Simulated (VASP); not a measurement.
# Rh (Fm-3m) in VASP: notebook

Runs on Rh. Level: PBE. Tasks: single point.

Program: VASP 6.6.1. These are calculated values, not measurements. Logs are shortened: lines on timing, memory, paths and dates and some standing lists are left out, and cuts for length are marked.

### Step 1. The cell of the first run

It takes space group Fm-3m (No. 225, cubic). Conventional cell: a = 3.796 Å, b = 3.796 Å, c = 3.796 Å, α = 90.00°, β = 90.00°, γ = 90.00°. Within 3.5 Å of Rh (site symmetry m-3m) lie 12 Rh at 2.68 Å.

### Step 2. Single point, PBE

The input, INCAR:

```
PREC     = Accurate       # precision mode
ENCUT    = 520            # plane-wave cutoff, eV
EDIFF    = 1E-7           # SCF threshold, eV
ISMEAR   = -1             # smearing method
SIGMA    = 0.1            # smearing width, eV
LREAL    = F              # projectors in reciprocal space
LASPH    = T              # aspherical terms in the spheres
NELM     = 60             # most SCF steps
ALGO     = Normal         # electronic algorithm
ISIF     = 2              # what is computed and relaxed
LWAVE    = F              # write WAVECAR
LCHARG   = F              # write CHGCAR
GGA      = PE             # functional
NBANDS   = 14             # bands
```

The input, KPOINTS:

```
regular mesh
0
Gamma
  3 3 3
```

The input, POSCAR:

```
Rh
1.0
    0.0000000000      1.8978500000      1.8978500000
    1.8978500000      0.0000000000      1.8978500000
    1.8978500000      1.8978500000      0.0000000000
Rh
1
Direct
    0.0000000000      0.0000000000      0.0000000000
```

Potentials or basis: VASP PAW PBE potentials, release 64 (Rh_pv).

The run is started by

```
$ cat potpaw_PBE.64/Rh_pv/POTCAR > POTCAR
$ mpirun -np 1 vasp_std > vasp.out
```

OUTCAR:

```text
PREC = Accurate
   ENCUT = 520
   EDIFF = 1E-7
   ISMEAR = -1
   LREAL = F
   LASPH = T
   NELM = 60
   ISIF = 2
   GGA = PE

 ion  position               nearest neighbor table
   1  0.000  0.000  0.000-

  LATTYP: Found a face centered cubic cell.
 ALAT       =     3.7957000000

  Lattice vectors:

 A1 = (   0.0000000000,   1.8978500000,   1.8978500000)
 A2 = (   1.8978500000,   0.0000000000,   1.8978500000)
 A3 = (   1.8978500000,   1.8978500000,   0.0000000000)

Analysis of symmetry for initial positions (statically):
=====================================================================
 Subroutine PRICEL returns:
 Original cell was already a primitive cell.

 Routine SETGRP: Setting up the symmetry group for a
 face centered cubic supercell.

 Subroutine GETGRP returns: Found 48 space group operations
 (whereof 48 operations were pure point group operations)
 out of a pool of 48 trial point group operations.

The static configuration has the point symmetry O_h .

Analysis of symmetry for dynamics (positions and initial velocities):
=====================================================================
 Subroutine PRICEL returns:
 Original cell was already a primitive cell.

 Routine SETGRP: Setting up the symmetry group for a
 face centered cubic supercell.

 Subroutine GETGRP returns: Found 48 space group operations
 (whereof 48 operations were pure point group operations)
 out of a pool of 48 trial point group operations.

The dynamic configuration has the point symmetry O_h .

 Subroutine INISYM returns: Found 48 space group operations
 (whereof 48 operations are pure point group operations),
 and found     1 'primitive' translations

----------------------------------------------------------------------------------------

                                     Primitive cell

  volume of cell :      13.6715

  direct lattice vectors                    reciprocal lattice vectors
     0.000000000  1.897850000  1.897850000    -0.263456016  0.263456016  0.263456016
     1.897850000  0.000000000  1.897850000     0.263456016 -0.263456016  0.263456016
     1.897850000  1.897850000  0.000000000     0.263456016  0.263456016 -0.263456016

  length of vectors
     2.683965209  2.683965209  2.683965209     0.456319205  0.456319205  0.456319205

  position of ions in fractional coordinates (direct lattice)
     0.000000000  0.000000000  0.000000000

  ion indices of the primitive-cell ions
   primitive index   ion index
                 1           1

----------------------------------------------------------------------------------------

 KPOINTS: regular mesh

Automatic generation of k-mesh.
 Grid dimensions read from file:
 generate k-points for:    3    3    3

 Generating k-lattice:

  Cartesian coordinates                     Fractional coordinates (reciprocal lattice)
    -0.087818672  0.087818672  0.087818672     0.333333333  0.000000000  0.000000000
     0.087818672 -0.087818672  0.087818672     0.000000000  0.333333333  0.000000000
     0.087818672  0.087818672 -0.087818672     0.000000000  0.000000000  0.333333333

  Length of vectors
     0.152106402  0.152106402  0.152106402

  Shift w.r.t. Gamma in fractional coordinates (k-lattice)
     0.000000000  0.000000000  0.000000000

 Subroutine IBZKPT returns following result:
 ===========================================

 Found      4 irreducible k-points:

 Following reciprocal coordinates:
            Coordinates               Weight
  0.000000  0.000000  0.000000      1.000000
  0.333333  0.000000  0.000000      8.000000
  0.333333  0.333333  0.000000      6.000000
 -0.333333  0.333333  0.000000     12.000000
   k-points           NKPTS =      4   k-points in BZ     NKDIM =      4   number of bands    NBANDS=     14
   number of dos      NEDOS =    301   number of ions     NIONS =      1
   total plane-waves  NPLWV =   8000
   dimension x,y,z NGX =    20 NGY =   20 NGZ =   20
   dimension x,y,z NGXF=    40 NGYF=   40 NGZF=   40
   ions per type =               1
   NGX,Y,Z   is equivalent  to a cutoff of  12.39, 12.39, 12.39 a.u.
   NGXF,Y,Z  is equivalent  to a cutoff of  24.78, 24.78, 24.78 a.u.
 SYSTEM =  unknown system
   PREC   = accura    normal or accurate (medium, high low for compatibility)
   ISTART =      0    job   : 0-new  1-cont  2-samecut
   ICHARG =      2    charge: 1-file 2-atom 10-const
   ISPIN  =      1    spin polarized calculation?
   LNONCOLLINEAR =      F non collinear calculations
   LSORBIT =      F    spin-orbit coupling
   LASPH  =      T    aspherical Exc in radial PAW
   ENCUT  =  520.0 eV  38.22 Ry    6.18 a.u.   4.99  4.99  4.99*2*pi/ulx,y,z
   NELM   =     60;   NELMIN=  2; NELMDL= -5     # of ELM steps
   EDIFF  = 0.1E-06   stopping-criterion for ELM
   LREAL  =      F    real-space projection
   EDIFFG = 0.1E-05   stopping-criterion for IOM
   NSW    =      0    number of steps for IOM
   IBRION =     -1    ionic relax: 0-MD 1-quasi-New 2-CG
   NFREE  =      0    steps in history (QN), initial steepest desc. (CG)
   ISIF   =      2    stress and relaxation
   ISYM   =      2    0-nonsym 1-usesym 2-fastsym
   POTIM  = 0.5000    time-step for ionic-motion
   TEBEG  =    0.0;   TEEND  =   0.0 temperature during run
   PSTRESS=    0.0 pullay stress
   NELECT =      15.0000    total number of electrons
   NUPDOWN=      -1.0000    fix difference up-down
   EMIN   =  10.00;   EMAX   =-10.00  energy-range for DOS
   EFERMI =   0.00;   METHOD = LEGACY
   ISMEAR =    -1;   SIGMA  =   0.10  broadening in eV -4-tet -1-fermi 0-gaus
   EFERMI_NEDOS =   21; number of points for ismear=-14 and -15
   IALGO  =     38    algorithm
   IMIX   =      4    mixing-type and parameters
     AMIX     =   0.40;   BMIX     =  1.00
     AMIX_MAG =   1.60;   BMIX_MAG =  1.00
  volume/ion in A,a.u.               =      13.67        92.26
  Fermi-wavevector in a.u.,A,eV,Ry     =   1.688496  3.190795 38.790465  2.851019
  Thomas-Fermi vector in A             =   2.770792
   LORBIT       =      0    0 simple, 1 ext, 2 COOP (PROOUT), +10 PAW based schemes
   GGA     = PE    functional components
   LHFCALC =     F    Hartree Fock is set to
   AEXX    =    0.0000 exact exchange contribution
   IVDW    =     0    specifies the selected vdW correction
   LEPSILON=     F    determine dielectric tensor
   LRPA    =     F    only Hartree local field effects (RPA)
 non-spin polarized calculation
  energy-cutoff  :      520.00
  volume of cell :       13.67
 maximum number of plane-waves:       375
   NGX =  9   NGY =  9   NGZ =  9

 number of electron      15.0000007 magnetization

 Free energy of the ion-electron system (eV)
  ---------------------------------------------------
  ext. energy  EPLUGINS =         0.00000000
  ---------------------------------------------------
  free energy    TOTEN  =        -5.92018538 eV

  energy without entropy =       -5.72722544  energy(sigma->0) =       -5.82370541

 E-fermi :  11.6169     XC(G=0): -14.1111

 val. band max:       11.5461037228   @ k =   0.3333   0.3333   0.0000
 cond. band min:      11.6202636999   @ k =   0.3333   0.0000   0.0000
 fundamental gap:      0.0741599771
 Fermi energy:        11.6169126743

 k-point     1 :       0.0000    0.0000    0.0000
  band No.  band energies     occupation
      1     -34.5791      2.00000
      2     -34.5791      2.00000
      3     -34.5791      2.00000
      4       4.0054      2.00000
      5       8.7864      2.00000
      6       8.7864      2.00000
      7       8.7864      2.00000
      8      10.8547      1.99902
      9      10.8547      1.99902
     10      28.0059      0.00000
     11      32.0841      0.00000
     12      33.4859      0.00000
     13      33.4859      0.00000
     14      33.4859      0.00000

 k-point     2 :       0.3333    0.0000    0.0000
  band No.  band energies     occupation
      1     -35.1381      2.00000
      2     -34.6560      2.00000
      3     -34.6560      2.00000
      4       5.9572      2.00000
      5       8.9627      2.00000
      6       8.9627      2.00000
      7       9.9715      2.00000
      8      11.6203      0.98325
      9      11.6203      0.98324
     10      24.4379      0.00000
     11      28.7197      0.00000
     12      32.0847      0.00000
     13      35.6329      0.00000
     14      35.6329      0.00000

 k-point     3 :       0.3333    0.3333    0.0000
  band No.  band energies     occupation
      1     -35.1099      2.00000
      2     -34.7833      2.00000
      3     -34.7833      2.00000
      4       6.2207      2.00000
      5       6.5234      2.00000
      6      11.4650      1.64071
      7      11.4650      1.64071
      8      11.5461      1.33996
      9      11.9691      0.05742
     10      28.2596      0.00000
     11      28.2596      0.00000
     12      28.7742      0.00000
     13      32.0777      0.00000
     14      33.6951      0.00000

 k-point     4 :      -0.3333    0.3333    0.0000
  band No.  band energies     occupation
      1     -35.0795      2.00000
      2     -35.0752      2.00000
      3     -34.7582      2.00000
      4       6.8181      2.00000
      5       7.7702      2.00000
      6       8.9696      2.00000
      7      10.6120      1.99991
      8      11.8042      0.26653
      9      18.6265      0.00000
     10      21.9105      0.00000
     11      24.0335      0.00000
     12      30.5651      0.00000
     13      32.0657      0.00000
     14      32.1951      0.00000

------------------------ aborting loop because EDIFF is reached ----------------------------------------

  FORCE on cell =-STRESS in cart. coord.  units (eV):
  Direction    XX          YY          ZZ          XY          YZ          ZX
  --------------------------------------------------------------------------------------
  -------------------------------------------------------------------------------------
  Total        2.8480495      2.8480495      2.8480495      0.0000000      0.0000000      0.0000000
  in kB      333.7662897    333.7662897    333.7662897      0.0000000      0.0000000      0.0000000
  external PRESSURE =     333.7662897 kB  Pullay stress =       0.0000000 kB

 VOLUME and BASIS-vectors are now :
 -----------------------------------------------------------------------------
  energy-cutoff  :      520.00
  volume of cell :       13.67
      direct lattice vectors                 reciprocal lattice vectors
     0.000000000  1.897850000  1.897850000    -0.263456016  0.263456016  0.263456016
     1.897850000  0.000000000  1.897850000     0.263456016 -0.263456016  0.263456016
     1.897850000  1.897850000  0.000000000     0.263456016  0.263456016 -0.263456016

 POSITION                                       TOTAL-FORCE (eV/Angst)
 -----------------------------------------------------------------------------------
      0.00000      0.00000      0.00000         0.000000     -0.000000      0.000000
 -----------------------------------------------------------------------------------
    total drift:                               -0.000000     -0.000000     -0.000000

  FREE ENERGIE OF THE ION-ELECTRON SYSTEM (eV)
  ---------------------------------------------------
  free  energy   TOTEN  =        -5.9201853756 eV

  energy  without entropy=       -5.7272254434  energy(sigma->0) =       -5.82370541
```

It took 3.2 s on 1 thread of AMD EPYC 7R13, shared host; peak memory 0.09 GiB.

What came out:

| Quantity | Value |
| --- | --- |
| Free energy | -5.9202 eV |
| Pressure | 33.4 GPa |

Levels at points of the mesh, in eV from the Fermi level:
```
           k point  band 4  band 5  band 6  band 7  band 8  band 9  band 10  band 11
(0.00, 0.00, 0.00)   -7.61   -2.83   -2.83   -2.83   -0.76   -0.76    16.39    20.47
```

Caveat: the k points lie up to 0.96 Å⁻¹ apart.

### Step 3. Single point, PBE

The input, INCAR:

```
ALGO = Normal
EDIFF = 1E-6
ENCUT = 520
GGA = PE
ISIF = 2
ISMEAR = -1
LASPH = True
LCHARG = False
LREAL = False
LWAVE = False
NBANDS = 14
NELM = 60
PREC = Accurate
SIGMA = 0.1
```

The input, KPOINTS:

```
k-points
0
Gamma
  5 5 5
```

POSCAR is that of step 2.

Potentials or basis: VASP PAW PBE potentials, release 64 (Rh_pv).

The run is started by

```
$ cat potpaw_PBE.64/Rh_pv/POTCAR > POTCAR
$ mpirun -np 1 vasp_std > vasp.out
```

Run time: 3.4 s. Hardware: 1 thread of AMD EPYC 7R13, shared host; peak memory 0.09 GiB.

The run converged. Its results:

```
Free energy : -7.1447 eV
Pressure    : 10.9 GPa
```

Levels at points of the mesh, in eV from the Fermi level:
| k point | band 3 | band 4 | band 5 | band 6 | band 7 | band 8 | band 9 | band 10 | band 11 | band 12 |
| --- | --- | --- | --- | --- | --- | --- | --- | --- | --- | --- |
| (0.00, 0.00, 0.00) | -46.60 | -8.25 | -3.34 | -3.34 | -3.34 | -1.22 | -1.22 | 15.72 | 20.35 | 21.24 |

Caveat: the k points lie up to 0.57 Å⁻¹ apart.

### Step 4. Single point, PBE

The input, INCAR:

```
SYSTEM = Rh
  PREC = Accurate
  ENCUT = 520
  EDIFF = 1E-6
  ISMEAR = -1
  SIGMA = 0.1
  LREAL = .FALSE.
  LASPH = .TRUE.
  NELM = 100
  ALGO = Normal
  ISIF = 2
  LWAVE = .FALSE.
  LCHARG = .TRUE.
  GGA = PE
  LELF = .TRUE.
  LVHAR = .TRUE.
  NBANDS = 14
```

The input, KPOINTS:

```
Automatic mesh
0
G
  6 6 6
  0 0 0
```

POSCAR is that of step 3.

Potentials or basis: VASP PAW PBE potentials, release 64 (Rh_pv).

The run is started by

```
$ cat potpaw_PBE.64/Rh_pv/POTCAR > POTCAR
$ mpirun -np 1 vasp_std > vasp.out
```

OUTCAR:

```text
SYSTEM = Rh
   PREC = Accurate
   ENCUT = 520
   EDIFF = 1E-6
   ISMEAR = -1
   LREAL = .FALSE.
   LASPH = .TRUE.
   NELM = 100
   ISIF = 2
   GGA = PE

 ion  position               nearest neighbor table
   1  0.000  0.000  0.000-

  LATTYP: Found a face centered cubic cell.
 ALAT       =     3.7957000000

  Lattice vectors:

 A1 = (   0.0000000000,   1.8978500000,   1.8978500000)
 A2 = (   1.8978500000,   0.0000000000,   1.8978500000)
[... 439 lines left out ...]
     12      24.8348      0.00000
     13      32.5046      0.00000
     14      36.3424      0.00000

------------------------ aborting loop because EDIFF is reached ----------------------------------------

  FORCE on cell =-STRESS in cart. coord.  units (eV):
  Direction    XX          YY          ZZ          XY          YZ          ZX
  --------------------------------------------------------------------------------------
  -------------------------------------------------------------------------------------
  Total        0.8057128      0.8057128      0.8057128      0.0000000     -0.0000000      0.0000000
  in kB       94.4224376     94.4224376     94.4224376      0.0000000     -0.0000000      0.0000000
  external PRESSURE =      94.4224376 kB  Pullay stress =       0.0000000 kB

 VOLUME and BASIS-vectors are now :
 -----------------------------------------------------------------------------
  energy-cutoff  :      520.00
  volume of cell :       13.67
      direct lattice vectors                 reciprocal lattice vectors
     0.000000000  1.897850000  1.897850000    -0.263456016  0.263456016  0.263456016
     1.897850000  0.000000000  1.897850000     0.263456016 -0.263456016  0.263456016
     1.897850000  1.897850000  0.000000000     0.263456016  0.263456016 -0.263456016

 POSITION                                       TOTAL-FORCE (eV/Angst)
 -----------------------------------------------------------------------------------
      0.00000      0.00000      0.00000         0.000000      0.000000      0.000000
 -----------------------------------------------------------------------------------
    total drift:                               -0.000000     -0.000000     -0.000000

  FREE ENERGIE OF THE ION-ELECTRON SYSTEM (eV)
  ---------------------------------------------------
  free  energy   TOTEN  =        -7.1949375979 eV

  energy  without entropy=       -7.1364645477  energy(sigma->0) =       -7.16570107
```

OSZICAR:

```text
N       E                     dE             d eps       ncg     rms          rms(c)
DAV:   1     0.123356212652E+03    0.12336E+03   -0.84442E+03   454   0.113E+03
DAV:   2    -0.600743712369E+01   -0.12936E+03   -0.12292E+03   502   0.345E+02
DAV:   3    -0.768983974977E+01   -0.16824E+01   -0.16799E+01   532   0.433E+01
DAV:   4    -0.769640090562E+01   -0.65612E-02   -0.65608E-02   502   0.276E+00
DAV:   5    -0.769645863184E+01   -0.57726E-04   -0.57726E-04   514   0.229E-01    0.104E+01
DAV:   6    -0.721375791410E+01    0.48270E+00   -0.80544E-01   466   0.126E+01    0.371E+00
DAV:   7    -0.719859942919E+01    0.15158E-01   -0.14448E-02   484   0.144E+00    0.180E+00
DAV:   8    -0.719503246359E+01    0.35670E-02   -0.26881E-03   472   0.690E-01    0.183E-01
DAV:   9    -0.719494049646E+01    0.91967E-04   -0.44369E-05   496   0.869E-02    0.180E-02
DAV:  10    -0.719493741690E+01    0.30796E-05   -0.31390E-06   508   0.222E-02    0.180E-03
DAV:  11    -0.719493759794E+01   -0.18104E-06   -0.18975E-07   236   0.605E-03
   1 F= -.71949376E+01 E0= -.71657011E+01  d E =-.584731E-01
```

stdout:

```text
POSCAR found type information on POSCAR Rh
 POSCAR found :  1 types and       1 ions
 scaLAPACK will be used
 LDA part: xc-table for (Slater+PW92), standard interpolation
 POSCAR, INCAR and KPOINTS ok, starting setup
 FFT: planning ... GRIDC
 FFT: planning ... GRID_SOFT
 FFT: planning ... GRID
 WAVECAR not read
 entering main loop
```

Run time: 4.6 s. Hardware: 1 thread of AMD EPYC 7R13, shared host; peak memory 0.09 GiB.

What came out:

```
Free energy : -7.1949 eV
Pressure    : 9.4 GPa
```

Levels at points of the mesh, in eV from the Fermi level:
| k point | band 5 | band 6 | band 7 | band 8 | band 9 | band 10 |
| --- | --- | --- | --- | --- | --- | --- |
| (0.00, 0.00, 0.00) | -2.93 | -2.93 | -2.93 | -0.84 | -0.84 | 16.17 |
| (0.50, 0.00, 0.00) | -3.02 | -3.02 | 0.74 | 0.74 | 0.89 | 8.87 |
| (0.50, 0.50, 0.00) | -5.82 | 0.71 | 1.17 | 1.17 | 3.44 | 12.51 |

Caveat: the k points lie up to 0.48 Å⁻¹ apart.

### Step 5. The runs side by side

| k mesh | gap on the mesh (eV) | pressure (GPa) |
| --- | --- | --- |
| 3 × 3 × 3 | none | 33.4 |
| 5 × 5 × 5 | none | 10.9 |
| 6 × 6 × 6 | none | 9.4 |

Alike in all rows: task single point; level PBE; potentials or basis VASP PAW PBE potentials, release 64 (Rh_pv); no spin polarisation; cell as given; cutoff (eV) 520; smearing fermi-dirac 0.1 eV.

Caveats: all runs use coarse meshes.

Total energies depend on the potentials used, so only differences within one code and one set of settings carry meaning.
